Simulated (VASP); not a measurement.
A run of VASP 6.6.1 is set up as follows.

The input INCAR:

```
  ALGO = Normal
  EDIFF = 1E-7
  ENCUT = 520
  GGA = PE
  ISIF = 2
  ISMEAR = -1
  ISPIN = 2
  LASPH = True
  LCHARG = False
  LMAXMIX = 4
  LORBIT = 11
  LREAL = False
  LWAVE = False
  MAGMOM = 1 1 1
  NBANDS = 30
  NELM = 150
  PREC = Accurate
  SIGMA = 0.05
```

Contents of KPOINTS:

```
k-points
0
Gamma
  9 9 15
```

Contents of POSCAR:

```
V
1.0
    4.5120346715      0.0000000000      0.0000000000
   -2.2560173358      3.9075366483      0.0000000000
    0.0000000000      0.0000000000      2.4182025237
V
3
Direct
    1.0000000000      1.0000000000      0.0000000000
    0.3333333333      0.6666666667      0.5000000000
    0.6666666667      0.3333333333      0.5000000000
```

Potentials or basis: VASP PAW PBE potentials, release 64 (V_sv).

Run with:

```sh
$ cat potpaw_PBE.64/V_sv/POTCAR > POTCAR
$ mpirun -np 1 vasp_std > vasp.out
```

Q: Predict the net moment.

A: 0.00 μB per cell.

Q: Estimate the pressure.

A: -6.4 GPa.

Stress tensor (GPa, compression positive):
```
-6.46  0.00  0.00
 0.00 -6.46  0.00
 0.00  0.00 -6.20
```

Caveat: the cell stands under tension.
